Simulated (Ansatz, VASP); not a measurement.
**LiF in VASP and in Ansatz**

```
Li F
1.0
     3.15996    0.00000    0.00000
    -1.57998    2.73661    0.00000
     0.00000    0.00000    4.79682
Li F
2 2
Direct
  0.33333 0.66667 0.37087
  0.66667 0.33333 0.87087
  0.33333 0.66667 0.99393
  0.66667 0.33333 0.49393
```

Alike in both runs: task single point; functional PBE; k mesh 9 × 9 × 6; occupations gaussian, width 0.05 eV; no spin polarisation.

|  | VASP | Ansatz |
| --- | --- | --- |
| version | VASP 6.6.1 | Ansatz 0.2.0 |
| potentials or method | VASP PAW PBE potentials, release 64 (Li_sv, F), cutoff 520 eV | scalar-relativistic, plane waves, PAW |
| valence electrons in the cell | 20 | 20 |

VASP gave:

- gap on the k mesh at the Fermi level (eV): 7.60
- least direct gap on the mesh (eV): 7.60
- rms of the force components (eV/Å): 0.182

What did Ansatz give for the same quantities?

gap on the k mesh at the Fermi level (eV): 7.62; least direct gap on the mesh (eV): 7.62; rms of the force components (eV/Å): 0.172.

Atom by atom the forces differ by 0.009 eV/Å (rms over components). With one functional, cell and mesh, what is left measures potentials, basis and numerics.

Noted on VASP's run: the cutoff is short for stress, so the pressure is rough.
